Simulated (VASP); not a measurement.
# LiF (F-43m) in VASP: single point with r2SCAN

Aim: the single point of LiF with r2SCAN.

All numbers are computed with VASP 6.6.1; they aren't measurements. Logs are shortened: lines on timing, memory, paths and dates and some standing lists are left out, and cuts for length are marked.

### Step 1. The cell of the first run

It takes space group F-43m (No. 216, cubic). Conventional cell: a = 4.365 Å, b = 4.365 Å, c = 4.365 Å, α = 90.00°, β = 90.00°, γ = 90.00°. Within 2.5 Å of Li (site symmetry -43m) lie 4 F at 1.89 Å. Within 2.5 Å of F (site symmetry -43m) lie 4 Li at 1.89 Å.

### Step 2. Single point, r2SCAN

POSCAR reads:

```
LiF
1.0
    0.0000000000      2.1824115405      2.1824115405
    2.1824115405      0.0000000000      2.1824115405
    2.1824115405      2.1824115405      0.0000000000
Li F
1 1
Direct
    0.7500000000      0.7500000000      0.7500000000
    0.0000000000      0.0000000000      0.0000000000
```

INCAR.step1 reads:

```
ALGO = Normal
EDIFF = 1E-4
ENCUT = 520
GGA = PE
ISMEAR = 0
LASPH = T
LCHARG = F
LREAL = F
LWAVE = T
NBANDS = 12
NELM = 100
PREC = Accurate
SIGMA = 0.02
```

INCAR.step2 reads:

```
ALGO = Normal
EDIFF = 1E-6
ENCUT = 520
ISIF = 2
ISMEAR = 0
ISTART = 1
LASPH = T
LCHARG = F
LMIXTAU = T
LREAL = F
LWAVE = F
METAGGA = R2SCAN
NBANDS = 12
NELM = 100
PREC = Accurate
SIGMA = 0.02
```

KPOINTS reads:

```
k-points
0
Gamma
  10 10 10
```

Potentials or basis: VASP PAW PBE potentials, release 64 (Li_sv, F).

Launch:

```
> cat potpaw_PBE.64/Li_sv/POTCAR potpaw_PBE.64/F/POTCAR > POTCAR
> cp INCAR.step1 INCAR
> mpirun -np 1 vasp_std > vasp.out
> cp INCAR.step2 INCAR
> mpirun -np 1 vasp_std > vasp.out
```

OUTCAR:

```text
EDIFF = 1E-6
   ENCUT = 520
   ISIF = 2
   ISMEAR = 0
   ISTART = 1
   LASPH = T
   LREAL = F
   METAGGA = R2SCAN
   NELM = 100
   PREC = Accurate

 ion  position               nearest neighbor table
   1  0.750  0.750  0.750-   2 1.89   2 1.89   2 1.89   2 1.89
   2  0.000  0.000  0.000-   1 1.89   1 1.89   1 1.89   1 1.89

  LATTYP: Found a face centered cubic cell.
 ALAT       =     4.3648230810

  Lattice vectors:

 A1 = (   0.0000000000,   2.1824115405,   2.1824115405)
 A2 = (   2.1824115405,   0.0000000000,   2.1824115405)
 A3 = (   2.1824115405,   2.1824115405,   0.0000000000)

Analysis of symmetry for initial positions (statically):
=====================================================================
 Subroutine PRICEL returns:
 Original cell was already a primitive cell.

 Routine SETGRP: Setting up the symmetry group for a
 face centered cubic supercell.

 Subroutine GETGRP returns: Found 24 space group operations
 (whereof 24 operations were pure point group operations)
 out of a pool of 48 trial point group operations.

The static configuration has the point symmetry T_d .

Analysis of symmetry for dynamics (positions and initial velocities):
=====================================================================
 Subroutine PRICEL returns:
 Original cell was already a primitive cell.

 Routine SETGRP: Setting up the symmetry group for a
 face centered cubic supercell.

 Subroutine GETGRP returns: Found 24 space group operations
 (whereof 24 operations were pure point group operations)
 out of a pool of 48 trial point group operations.

The dynamic configuration has the point symmetry T_d .

 Subroutine INISYM returns: Found 24 space group operations
 (whereof 24 operations are pure point group operations),
 and found     1 'primitive' translations

----------------------------------------------------------------------------------------

                                     Primitive cell

  volume of cell :      20.7893

  direct lattice vectors                    reciprocal lattice vectors
     0.000000000  2.182411540  2.182411540    -0.229104360  0.229104360  0.229104360
     2.182411540  0.000000000  2.182411540     0.229104360 -0.229104360  0.229104360
     2.182411540  2.182411540  0.000000000     0.229104360  0.229104360 -0.229104360

  length of vectors
     3.086395999  3.086395999  3.086395999     0.396820392  0.396820392  0.396820392

  position of ions in fractional coordinates (direct lattice)
     0.750000000  0.750000000  0.750000000
     0.000000000  0.000000000  0.000000000

[... 87 lines left out ...]
   NELECT =      10.0000    total number of electrons
   NUPDOWN=      -1.0000    fix difference up-down
   EMIN   =  10.00;   EMAX   =-10.00  energy-range for DOS
   EFERMI =   0.00;   METHOD = LEGACY
   ISMEAR =     0;   SIGMA  =   0.02  broadening in eV -4-tet -1-fermi 0-gaus
   EFERMI_NEDOS =   21; number of points for ismear=-14 and -15
   IALGO  =     38    algorithm
   IMIX   =      4    mixing-type and parameters
     AMIX     =   0.40;   BMIX     =  1.00
     AMIX_MAG =   1.60;   BMIX_MAG =  1.00
  volume/ion in A,a.u.               =      10.39        70.15
  Fermi-wavevector in a.u.,A,eV,Ry     =   1.282709  2.423969 22.386246  1.645343
  Thomas-Fermi vector in A             =   2.415005
   LORBIT       =      0    0 simple, 1 ext, 2 COOP (PROOUT), +10 PAW based schemes
   METAGGA = R2SCAN    functional components
   LHFCALC =     F    Hartree Fock is set to
   AEXX    =    0.0000 exact exchange contribution
   IVDW    =     0    specifies the selected vdW correction
   LEPSILON=     F    determine dielectric tensor
   LRPA    =     F    only Hartree local field effects (RPA)
 non-spin polarized calculation
 Gauss-broadening in eV      SIGMA  =   0.02
  energy-cutoff  :      520.00
  volume of cell :       20.79
 maximum number of plane-waves:       571
   NGX = 11   NGY = 11   NGZ = 11

 number of electron       9.9999991 magnetization

 Free energy of the ion-electron system (eV)
  ---------------------------------------------------
  ext. energy  EPLUGINS =         0.00000000
  ---------------------------------------------------
  free energy    TOTEN  =       -11.79802724 eV

  energy without entropy =      -11.79802724  energy(sigma->0) =      -11.79802724

 E-fermi :  -3.1115     XC(G=0):  -9.1366

 val. band max:       -3.3777744920   @ k =   0.0000   0.0000   0.0000
 cond. band min:       5.0943020758   @ k =   0.0000   0.0000   0.0000
 fundamental gap:      8.4720765678
 Fermi energy:        -3.1114509922

 k-point     1 :       0.0000    0.0000    0.0000
  band No.  band energies     occupation
      1     -44.9982      2.00000
      2     -23.7541      2.00000
      3      -3.3778      2.00000
      4      -3.3778      2.00000
      5      -3.3778      2.00000
      6       5.0943      0.00000
      7      17.2239      0.00000
      8      17.2239      0.00000
      9      17.2243      0.00000
     10      25.1439      0.00000
     11      25.1439      0.00000
     12      25.1439      0.00000
[... 331 lines left out ...]
 k-point    24 :       0.4000    0.3000    0.0000
  band No.  band energies     occupation
      1     -44.9658      2.00000
      2     -23.5956      2.00000
      3      -4.5660      2.00000
      4      -3.9588      2.00000
      5      -3.9469      2.00000
      6       7.6856      0.00000
      7      13.8868      0.00000
      8      16.8869      0.00000
      9      16.9279      0.00000
     10      18.8854      0.00000
     11      25.3686      0.00000
     12      29.1711      0.00000

 [... further k-points ...]

------------------------ aborting loop because EDIFF is reached ----------------------------------------

  FORCE on cell =-STRESS in cart. coord.  units (eV):
  Direction    XX          YY          ZZ          XY          YZ          ZX
  --------------------------------------------------------------------------------------
  -------------------------------------------------------------------------------------
  Total       -0.4144919     -0.4144919     -0.4144919     -0.0000000     -0.0000000      0.0000000
  in kB      -31.9438106    -31.9438106    -31.9438106     -0.0000000     -0.0000000      0.0000000
  external PRESSURE =     -31.9438106 kB  Pullay stress =       0.0000000 kB

 VOLUME and BASIS-vectors are now :
 -----------------------------------------------------------------------------
  energy-cutoff  :      520.00
  volume of cell :       20.79
      direct lattice vectors                 reciprocal lattice vectors
     0.000000000  2.182411540  2.182411540    -0.229104360  0.229104360  0.229104360
     2.182411540  0.000000000  2.182411540     0.229104360 -0.229104360  0.229104360
     2.182411540  2.182411540  0.000000000     0.229104360  0.229104360 -0.229104360

 POSITION                                       TOTAL-FORCE (eV/Angst)
 -----------------------------------------------------------------------------------
      3.27362      3.27362      3.27362         0.000000      0.000000      0.000000
      0.00000      0.00000      0.00000        -0.000000     -0.000000     -0.000000
 -----------------------------------------------------------------------------------
    total drift:                                0.000000      0.000000      0.000000

  FREE ENERGIE OF THE ION-ELECTRON SYSTEM (eV)
  ---------------------------------------------------
  free  energy   TOTEN  =       -11.7980272356 eV

  energy  without entropy=      -11.7980272356  energy(sigma->0) =      -11.79802724
```

OUTCAR.step1:

```text
EDIFF = 1E-4
   ENCUT = 520
   GGA = PE
   ISMEAR = 0
   LASPH = T
[... 582 lines left out ...]
 -----------------------------------------------------------------------------------
      3.27362      3.27362      3.27362        -0.000000      0.000000      0.000000
      0.00000      0.00000      0.00000         0.000000     -0.000000     -0.000000
 -----------------------------------------------------------------------------------
    total drift:                               -0.000001     -0.000001     -0.000001

  FREE ENERGIE OF THE ION-ELECTRON SYSTEM (eV)
  ---------------------------------------------------
  free  energy   TOTEN  =        -9.6285968973 eV

  energy  without entropy=       -9.6285968973  energy(sigma->0) =       -9.62859690
```

OSZICAR.step1:

```text
N       E                     dE             d eps       ncg     rms          rms(c)
DAV:   1     0.341374168950E+02    0.34137E+02   -0.50117E+03  1128   0.859E+02
DAV:   2    -0.766534117503E+01   -0.41803E+02   -0.40671E+02  1284   0.193E+02
DAV:   3    -0.103073490297E+02   -0.26420E+01   -0.26156E+01  1848   0.357E+01
DAV:   4    -0.103433287357E+02   -0.35980E-01   -0.35978E-01  1296   0.494E+00
DAV:   5    -0.103434706160E+02   -0.14188E-03   -0.14188E-03  1428   0.288E-01    0.522E+00
DAV:   6    -0.959806922654E+01    0.74540E+00   -0.36037E+00  1228   0.115E+01    0.166E+00
DAV:   7    -0.960866278467E+01   -0.10594E-01   -0.24970E-02  1320   0.141E+00    0.102E+00
DAV:   8    -0.962818371122E+01   -0.19521E-01   -0.28087E-02  1316   0.163E+00    0.189E-01
DAV:   9    -0.962814289423E+01    0.40817E-04   -0.15025E-03  1412   0.321E-01    0.743E-02
DAV:  10    -0.962860835614E+01   -0.46546E-03   -0.79416E-04  1300   0.201E-01    0.430E-02
DAV:  11    -0.962859689729E+01    0.11459E-04   -0.43352E-05  1192   0.568E-02
   1 F= -.96285969E+01 E0= -.96285969E+01  d E =-.177676E-62
```

Run time: 83 s. Hardware: 1 thread of AMD EPYC 7R13, shared host; peak memory 0.11 GiB.

What came out:

| Item | Value |
| --- | --- |
| Free energy | -11.7980 eV |
| Band gap on the k mesh | 8.47 eV, direct |

Caveat: the cutoff is under 1.25 times the usual one of these potentials, so pressure, stress and relaxed cells hold a basis-set (Pulay) error; the PAW data sets were made with another functional, which shifts forces and pressure a little. A k mesh can miss the band edges.
